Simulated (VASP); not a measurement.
# BAs in VASP: a series of runs

Aim: see how the results for BAs move with the level of theory and the settings. Levels: PBE, PBE+D4, LDA, r2SCAN. Tasks: electric field gradients.

All numbers are computed with VASP 6.6.1; they aren't measurements. Logs are shortened: lines on timing, memory, paths and dates and some standing lists are left out, and cuts for length are marked.

## Step 1: The cell of the first run

Symmetry: I-4m2, No. 119, tetragonal system. Conventional cell: a = 3.445 Å, b = 3.445 Å, c = 4.777 Å, α = 90.00°, β = 90.00°, γ = 90.00°. B (site symmetry -4m2) has 4 As at 2.10 Å within 2.8 Å. Within 2.8 Å of As (site symmetry -4m2) lie 4 B at 2.10 Å.

## Step 2: Electric field gradients, PBE (x and y stretched by +2 %, z held)

INCAR

```
PREC = Accurate ; ENCUT = 520
EDIFF = 1E-8 ; ISMEAR = -1
SIGMA = 0.03 ; LREAL = F
LASPH = T ; NELM = 100
ALGO = Normal ; ISIF = 2
LWAVE = F ; LCHARG = F
GGA = PE ; LEFG = T
NBANDS = 11
```

KPOINTS

```
regular mesh
0
Gamma
  15 15 15
```

POSCAR

```
BAs
1.0
    0.0000000000      2.4362700000      2.3885000000
    2.4362700000      0.0000000000      2.3885000000
    2.4362700000      2.4362700000      0.0000000000
B As
1 1
Direct
    0.0000000000      0.0000000000      0.0000000000
    0.7500000000      0.7500000000      0.7500000000
```

Potentials or basis: VASP PAW PBE potentials, release 64 (B, As).

Launch:

```console
$ cat potpaw_PBE.64/B/POTCAR potpaw_PBE.64/As/POTCAR > POTCAR
$ mpirun -np 1 vasp_std > vasp.out
```

OUTCAR:

```text
PREC = Accurate
   ENCUT = 520
   EDIFF = 1E-8
   ISMEAR = -1
   LREAL = F
   LASPH = T
   NELM = 100
   ISIF = 2
   GGA = PE

 ion  position               nearest neighbor table
   1  0.000  0.000  0.000-   2 2.10   2 2.10   2 2.10   2 2.10
   2  0.750  0.750  0.750-   1 2.10   1 2.10   1 2.10   1 2.10

  LATTYP: Found a body centered tetragonal cell.
 ALAT       =     3.4454060756
 C/A-ratio  =     1.3864838847

  Lattice vectors:

 A1 = (   0.0000000000,  -2.4362700000,  -2.3885000000)
 A2 = (   0.0000000000,   2.4362700000,  -2.3885000000)
 A3 = (   2.4362700000,   0.0000000000,   2.3885000000)

Analysis of symmetry for initial positions (statically):
=====================================================================
 Subroutine PRICEL returns:
 Original cell was already a primitive cell.

 Routine SETGRP: Setting up the symmetry group for a
 body centered tetragonal supercell.

 Subroutine GETGRP returns: Found  8 space group operations
 (whereof  8 operations were pure point group operations)
 out of a pool of 16 trial point group operations.

The static configuration has the point symmetry D_2d.

Analysis of symmetry for dynamics (positions and initial velocities):
=====================================================================
 Subroutine PRICEL returns:
 Original cell was already a primitive cell.

 Routine SETGRP: Setting up the symmetry group for a
 body centered tetragonal supercell.

 Subroutine GETGRP returns: Found  8 space group operations
 (whereof  8 operations were pure point group operations)
 out of a pool of 16 trial point group operations.

The dynamic configuration has the point symmetry D_2d.

 Subroutine INISYM returns: Found  8 space group operations
 (whereof  8 operations are pure point group operations),
 and found     1 'primitive' translations

----------------------------------------------------------------------------------------

                                     Primitive cell

  volume of cell :      28.3535

  direct lattice vectors                    reciprocal lattice vectors
     0.000000000  2.436270000  2.388500000    -0.205231768  0.205231768  0.209336404
     2.436270000  0.000000000  2.388500000     0.205231768 -0.205231768  0.209336404
     2.436270000  2.436270000  0.000000000     0.205231768  0.205231768 -0.209336404

  length of vectors
     3.411794801  3.411794801  3.445406076     0.357857356  0.357857356  0.357857356

  position of ions in fractional coordinates (direct lattice)
     0.000000000  0.000000000  0.000000000
     0.750000000  0.750000000  0.750000000

  ion indices of the primitive-cell ions
   primitive index   ion index
                 1           1
                 2           2

----------------------------------------------------------------------------------------

 KPOINTS: regular mesh

Automatic generation of k-mesh.
 Grid dimensions read from file:
 generate k-points for:   15   15   15

 Generating k-lattice:

  Cartesian coordinates                     Fractional coordinates (reciprocal lattice)
    -0.013682118  0.013682118  0.013955760     0.066666667  0.000000000  0.000000000
     0.013682118 -0.013682118  0.013955760     0.000000000  0.066666667  0.000000000
     0.013682118  0.013682118 -0.013955760     0.000000000  0.000000000  0.066666667

  Length of vectors
     0.023857157  0.023857157  0.023857157

  Shift w.r.t. Gamma in fractional coordinates (k-lattice)
     0.000000000  0.000000000  0.000000000

 Subroutine IBZKPT returns following result:
 ===========================================

 Found    288 irreducible k-points:

 Following reciprocal coordinates:
            Coordinates               Weight
  0.000000  0.000000  0.000000      1.000000
  0.066667  0.000000  0.000000      8.000000
  0.133333  0.000000  0.000000      8.000000
  0.200000  0.000000  0.000000      8.000000
  0.266667  0.000000  0.000000      8.000000
  0.333333  0.000000  0.000000      8.000000
[... 16 lines left out ...]
  0.133333  0.133333  0.000000      2.000000
  0.200000  0.133333  0.000000      8.000000
 [... further k-points ...]
   k-points           NKPTS =    288   k-points in BZ     NKDIM =    288   number of bands    NBANDS=     11
   number of dos      NEDOS =    301   number of ions     NIONS =      2
   total plane-waves  NPLWV =  21952
   dimension x,y,z NGX =    28 NGY =   28 NGZ =   28
   dimension x,y,z NGXF=    56 NGYF=   56 NGZF=   56
   ions per type =               1   1
   NGX,Y,Z   is equivalent  to a cutoff of  13.64, 13.64, 13.51 a.u.
   NGXF,Y,Z  is equivalent  to a cutoff of  27.29, 27.29, 27.02 a.u.
 SYSTEM =  unknown system
   PREC   = accura    normal or accurate (medium, high low for compatibility)
   ISTART =      0    job   : 0-new  1-cont  2-samecut
   ICHARG =      2    charge: 1-file 2-atom 10-const
   ISPIN  =      1    spin polarized calculation?
   LNONCOLLINEAR =      F non collinear calculations
   LSORBIT =      F    spin-orbit coupling
   LASPH  =      T    aspherical Exc in radial PAW
   ENCUT  =  520.0 eV  38.22 Ry    6.18 a.u.   6.34  6.34  6.41*2*pi/ulx,y,z
   NELM   =    100;   NELMIN=  2; NELMDL= -5     # of ELM steps
   EDIFF  = 0.1E-07   stopping-criterion for ELM
   LREAL  =      F    real-space projection
   EDIFFG = 0.1E-06   stopping-criterion for IOM
   NSW    =      0    number of steps for IOM
   IBRION =     -1    ionic relax: 0-MD 1-quasi-New 2-CG
   NFREE  =      0    steps in history (QN), initial steepest desc. (CG)
   ISIF   =      2    stress and relaxation
   ISYM   =      2    0-nonsym 1-usesym 2-fastsym
   POTIM  = 0.5000    time-step for ionic-motion
   TEBEG  =    0.0;   TEEND  =   0.0 temperature during run
   PSTRESS=    0.0 pullay stress
   NELECT =       8.0000    total number of electrons
   NUPDOWN=      -1.0000    fix difference up-down
   EMIN   =  10.00;   EMAX   =-10.00  energy-range for DOS
   EFERMI =   0.00;   METHOD = LEGACY
   ISMEAR =    -1;   SIGMA  =   0.03  broadening in eV -4-tet -1-fermi 0-gaus
   EFERMI_NEDOS =   21; number of points for ismear=-14 and -15
   IALGO  =     38    algorithm
   IMIX   =      4    mixing-type and parameters
     AMIX     =   0.40;   BMIX     =  1.00
     AMIX_MAG =   1.60;   BMIX_MAG =  1.00
  volume/ion in A,a.u.               =      14.18        95.67
  Fermi-wavevector in a.u.,A,eV,Ry     =   1.073749  2.029092 15.686661  1.152937
  Thomas-Fermi vector in A             =   2.209557
   LORBIT       =      0    0 simple, 1 ext, 2 COOP (PROOUT), +10 PAW based schemes
   GGA     = PE    functional components
   LHFCALC =     F    Hartree Fock is set to
   AEXX    =    0.0000 exact exchange contribution
   IVDW    =     0    specifies the selected vdW correction
   LEPSILON=     F    determine dielectric tensor
   LRPA    =     F    only Hartree local field effects (RPA)
 non-spin polarized calculation
  energy-cutoff  :      520.00
  volume of cell :       28.35
 maximum number of plane-waves:       779
 NGX is ok and might be reduce to    28
   NGX = 13   NGY = 13   NGZ = 13

 number of electron       7.9999999 magnetization

 Free energy of the ion-electron system (eV)
  ---------------------------------------------------
  ext. energy  EPLUGINS =         0.00000000
  ---------------------------------------------------
  free energy    TOTEN  =       -11.40712229 eV

  energy without entropy =      -11.40712229  energy(sigma->0) =      -11.40712229

 E-fermi :   6.2730     XC(G=0): -10.4140

 val. band max:        5.8185517111   @ k =   0.0000   0.0000   0.0000
 cond. band min:       6.7460014868   @ k =   0.4000   0.4000   0.0000
 fundamental gap:      0.9274497756
 Fermi energy:         6.2730002082

 k-point     1 :       0.0000    0.0000    0.0000
  band No.  band energies     occupation
      1      -9.3493      2.00000
      2       5.6354      2.00000
      3       5.6354      2.00000
      4       5.8186      2.00000
      5       8.8416      0.00000
      6       8.9692      0.00000
      7       8.9692      0.00000
      8       9.8808      0.00000
      9      15.0934      0.00000
     10      18.2278      0.00000
     11      18.7297      0.00000
[... 309 lines left out ...]
 k-point    24 :       0.2000    0.1333    0.0000
  band No.  band energies     occupation
      1      -8.7068      2.00000
      2       2.9302      2.00000
      3       4.0021      2.00000
      4       4.2762      2.00000
      5       8.0606      0.00000
      6      10.5720      0.00000
      7      11.1633      0.00000
      8      11.6498      0.00000
      9      15.6095      0.00000
     10      17.3356      0.00000
     11      18.5463      0.00000

 [... further k-points ...]
[... 5 lines left out ...]
  --------------------------------------------------------------------------------------
  -------------------------------------------------------------------------------------
  Total       -0.5628246     -0.5628246      0.1140613      0.0000000      0.0000000      0.0000000
  in kB      -31.8036930    -31.8036930      6.4452930      0.0000000      0.0000000      0.0000000
  external PRESSURE =     -19.0540310 kB  Pullay stress =       0.0000000 kB

 VOLUME and BASIS-vectors are now :
 -----------------------------------------------------------------------------
  energy-cutoff  :      520.00
  volume of cell :       28.35
      direct lattice vectors                 reciprocal lattice vectors
     0.000000000  2.436270000  2.388500000    -0.205231768  0.205231768  0.209336404
     2.436270000  0.000000000  2.388500000     0.205231768 -0.205231768  0.209336404
     2.436270000  2.436270000  0.000000000     0.205231768  0.205231768 -0.209336404

 POSITION                                       TOTAL-FORCE (eV/Angst)
 -----------------------------------------------------------------------------------
      0.00000      0.00000      0.00000         0.000000      0.000000     -0.000000
      3.65440      3.65440      3.58275        -0.000000     -0.000000      0.000000
 -----------------------------------------------------------------------------------
    total drift:                                0.000000      0.000000      0.000000

  FREE ENERGIE OF THE ION-ELECTRON SYSTEM (eV)
  ---------------------------------------------------
  free  energy   TOTEN  =       -11.4071222876 eV

  energy  without entropy=      -11.4071222875  energy(sigma->0) =      -11.40712229

 Electric field gradients (V/A^2)
---------------------------------------------------------------------
 ion       V_xx      V_yy      V_zz      V_xy      V_xz      V_yz
---------------------------------------------------------------------
   1       0.041     0.041    -0.083    -0.000    -0.000    -0.000
   2       1.173     1.173    -2.347     0.000     0.000     0.000
---------------------------------------------------------------------

 Electric field gradients after diagonalization (V/A^2)
 (convention: |V_zz| > |V_xx| > |V_yy|)
----------------------------------------------------------------------
 ion       V_xx      V_yy      V_zz     asymmetry (V_yy - V_xx)/ V_zz
----------------------------------------------------------------------
   1       0.041     0.041    -0.083       0.000
   2       1.173     1.173    -2.347       0.000
----------------------------------------------------------------------

           NMR quadrupolar parameters

 Cq : quadrupolar parameter    Cq=e*Q*V_zz/h
 eta: asymmetry parameters     (V_yy - V_xx)/ V_zz
 Q  : nuclear electric quadrupole moment in mb (millibarn)
----------------------------------------------------------------------
 ion       Cq(MHz)       eta       Q (mb)
----------------------------------------------------------------------
   1      -0.000       0.000       1.000
   2      -0.006       0.000       1.000
----------------------------------------------------------------------
```

Wall time 46 s (1 thread of Intel Xeon 6975P-C (Granite Rapids), shared host); peak memory 0.23 GiB.

Results:

```yaml
Free_energy: -11.4071 eV
Pressure: -1.9 GPa
Band_gap_on_the_k_mesh: 0.93 eV, indirect (least direct gap 3.02 eV)
```

Stress tensor (GPa, compression positive):
```
-3.18  0.00  0.00
 0.00 -3.18  0.00
 0.00  0.00  0.64
```

Electric field gradients, principal values (V/Å²):
```
atom  least  middle  greatest (by size)
 1 B  0.041   0.041              -0.083
2 As  1.173   1.173              -2.347
```

Caveat: the cell differs from its parent crystal (x and y stretched by +2 %, z held); without QUAD_EFG the Cq values of the log hold for a quadrupole moment of 1 mb, not for the nuclei.

## Step 3: Electric field gradients, PBE+D4

INCAR

```
SYSTEM = BAs
PREC     = Accurate       ! precision mode
ENCUT    = 520            ! plane-wave cutoff, eV
EDIFF    = 1E-8           ! SCF threshold, eV
ISMEAR   = -1             ! smearing method
SIGMA    = 0.03           ! smearing width, eV
LREAL    = .False.        ! projectors in reciprocal space
LASPH    = .True.         ! aspherical terms in the spheres
NELM     = 100            ! most SCF steps
ALGO     = Normal         ! electronic algorithm
ISIF     = 2              ! what is computed and relaxed
LWAVE    = .False.        ! write WAVECAR
LCHARG   = .False.        ! write CHGCAR
GGA      = PE             ! functional
IVDW     = 13             ! dispersion correction
LEFG     = .True.       
NBANDS   = 11             ! bands
```

KPOINTS

```
regular mesh
0
Gamma
  15 15 15
  0 0 0
```

POSCAR is that of step 2.

Potentials or basis: VASP PAW PBE potentials, release 64 (B, As).

Launch:

```console
$ cat potpaw_PBE.64/B/POTCAR potpaw_PBE.64/As/POTCAR > POTCAR
$ mpirun -np 1 vasp_std > vasp.out
```

OUTCAR:

```text
SYSTEM = BAs
   PREC = Accurate
   ENCUT = 520
   EDIFF = 1E-8
   ISMEAR = -1
   LREAL = .False.
   LASPH = .True.
   NELM = 100
   ISIF = 2
   GGA = PE
   IVDW = 13

 ion  position               nearest neighbor table
   1  0.000  0.000  0.000-   2 2.10   2 2.10   2 2.10   2 2.10
   2  0.750  0.750  0.750-   1 2.10   1 2.10   1 2.10   1 2.10

  LATTYP: Found a body centered tetragonal cell.
 ALAT       =     3.4454060756
 C/A-ratio  =     1.3864838847

  Lattice vectors:

 A1 = (   0.0000000000,  -2.4362700000,  -2.3885000000)
 A2 = (   0.0000000000,   2.4362700000,  -2.3885000000)
 A3 = (   2.4362700000,   0.0000000000,   2.3885000000)

Analysis of symmetry for initial positions (statically):
=====================================================================
 Subroutine PRICEL returns:
 Original cell was already a primitive cell.

 Routine SETGRP: Setting up the symmetry group for a
[... 529 lines left out ...]
  energy-cutoff  :      520.00
  volume of cell :       28.35
      direct lattice vectors                 reciprocal lattice vectors
     0.000000000  2.436270000  2.388500000    -0.205231768  0.205231768  0.209336404
     2.436270000  0.000000000  2.388500000     0.205231768 -0.205231768  0.209336404
     2.436270000  2.436270000  0.000000000     0.205231768  0.205231768 -0.209336404

 POSITION                                       TOTAL-FORCE (eV/Angst)
 -----------------------------------------------------------------------------------
      0.00000      0.00000      0.00000        -0.000000     -0.000000      0.000000
      3.65440      3.65440      3.58275         0.000000      0.000000      0.000000
 -----------------------------------------------------------------------------------
    total drift:                                0.000000      0.000000      0.000000

  FREE ENERGIE OF THE ION-ELECTRON SYSTEM (eV)
  ---------------------------------------------------
  free  energy   TOTEN  =       -12.1295183236 eV

  energy  without entropy=      -12.1295183235  energy(sigma->0) =      -12.12951832

 Electric field gradients (V/A^2)
---------------------------------------------------------------------
 ion       V_xx      V_yy      V_zz      V_xy      V_xz      V_yz
---------------------------------------------------------------------
   1       0.041     0.041    -0.083    -0.000    -0.000    -0.000
   2       1.173     1.173    -2.347     0.000     0.000     0.000
---------------------------------------------------------------------

 Electric field gradients after diagonalization (V/A^2)
 (convention: |V_zz| > |V_xx| > |V_yy|)
----------------------------------------------------------------------
 ion       V_xx      V_yy      V_zz     asymmetry (V_yy - V_xx)/ V_zz
----------------------------------------------------------------------
   1       0.041     0.041    -0.083       0.000
   2       1.173     1.173    -2.347       0.000
----------------------------------------------------------------------

           NMR quadrupolar parameters

 Cq : quadrupolar parameter    Cq=e*Q*V_zz/h
 eta: asymmetry parameters     (V_yy - V_xx)/ V_zz
 Q  : nuclear electric quadrupole moment in mb (millibarn)
----------------------------------------------------------------------
 ion       Cq(MHz)       eta       Q (mb)
----------------------------------------------------------------------
   1      -0.000       0.000       1.000
   2      -0.006       0.000       1.000
----------------------------------------------------------------------
```

OSZICAR:

```text
N       E                     dE             d eps       ncg     rms          rms(c)
DAV:   1     0.115646553260E+02    0.11565E+02   -0.37154E+03  6344   0.638E+02
DAV:   2    -0.112572449548E+02   -0.22822E+02   -0.21802E+02  8527   0.102E+02
DAV:   3    -0.119696471636E+02   -0.71240E+00   -0.71067E+00  7897   0.166E+01
DAV:   4    -0.119716772046E+02   -0.20300E-02   -0.20299E-02  7033   0.101E+00
DAV:   5    -0.119716804324E+02   -0.32278E-05   -0.32278E-05  7650   0.430E-02    0.466E+00
DAV:   6    -0.114631890223E+02    0.50849E+00   -0.14661E+00  6750   0.481E+00    0.227E+00
DAV:   7    -0.114128735859E+02    0.50315E-01   -0.16401E-01  7466   0.200E+00    0.952E-01
DAV:   8    -0.114066565992E+02    0.62170E-02   -0.19249E-02  7182   0.781E-01    0.943E-02
DAV:   9    -0.114069581100E+02   -0.30151E-03   -0.78237E-04  7286   0.158E-01    0.543E-02
DAV:  10    -0.114071156870E+02   -0.15758E-03   -0.19407E-04  6724   0.845E-02    0.118E-02
DAV:  11    -0.114071217985E+02   -0.61116E-05   -0.56326E-06  7868   0.158E-02    0.964E-03
DAV:  12    -0.114071221237E+02   -0.32521E-06   -0.28305E-06  6645   0.920E-03    0.331E-03
DAV:  13    -0.114071221647E+02   -0.40976E-07   -0.81706E-08  7878   0.185E-03    0.112E-03
DAV:  14    -0.114071222831E+02   -0.11841E-06   -0.14378E-08  6587   0.790E-04    0.129E-04
DAV:  15    -0.114071222876E+02   -0.45250E-08   -0.30809E-10  3228   0.129E-04
   1 F= -.12129518E+02 E0= -.12129518E+02  d E =-.169801E-09
```

Run time: 42 s. Hardware: 1 thread of Intel Xeon 6975P-C (Granite Rapids), shared host; peak memory 0.23 GiB.

What came out:

```yaml
Free_energy: -12.1295 eV
Pressure: -5.9 GPa
Band_gap_on_the_k_mesh: 0.93 eV, indirect (least direct gap 3.02 eV)
Dispersion_energy_per_atom: -0.361 eV
```

Electric field gradients, principal values (V/Å²):
```tsv
atom	least	middle	greatest (by size)
1 B	0.041	0.041	-0.083
2 As	1.173	1.173	-2.347
```

Caveat: without QUAD_EFG the Cq values of the log hold for a quadrupole moment of 1 mb, not for the nuclei. A k mesh can miss the band edges.

(Part 1 of 2 ends here.)
